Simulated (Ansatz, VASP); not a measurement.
One calculation of TaN, two programs

```
Ta N
1.0
     5.17892    0.00000    0.00000
    -2.58946    4.48508    0.00000
     0.00000    0.00000    2.89600
Ta N
3 3
Direct
  0.33333 0.66667 0.50000
  0.66667 0.33333 0.50000
  0.00000 0.00000 0.00000
  0.39337 0.00000 0.00000
  0.60663 0.60663 0.00000
  0.00000 0.39337 0.00000
```

Alike in both runs: functional PBEsol; k mesh 12 × 12 × 12; occupations gaussian, width 0.1 eV; no spin polarisation.

Ansatz relaxed the structure, and its values are those at the end. VASP's run is a single point on that final structure, the one shown.

```csv
,VASP,Ansatz
version,VASP 6.6.1,Ansatz 0.2.0
potentials or method,"VASP PAW PBE potentials, release 64 (Ta_pv, N), cutoff 520 eV","scalar-relativistic, plane waves, PAW"
valence electrons in the cell,48,54
```

```tsv
	VASP	Ansatz	Ansatz less VASP
gap on the k mesh at the Fermi level (eV)	none	none	-
pressure (GPa)	0.9	0.0	-0.88
rms of the force components (eV/Å)	0.004	0.000	-0.0037
```

VASP's potentials were made for PBE, not for PBEsol. A gap of «none» marks a metal or a gap that the smearing closes. VASP's potentials hold 48 valence electrons a cell and Ansatz's 54, so a difference there can come from the potentials and not from the codes.

Neither program's run includes spin-orbit coupling.
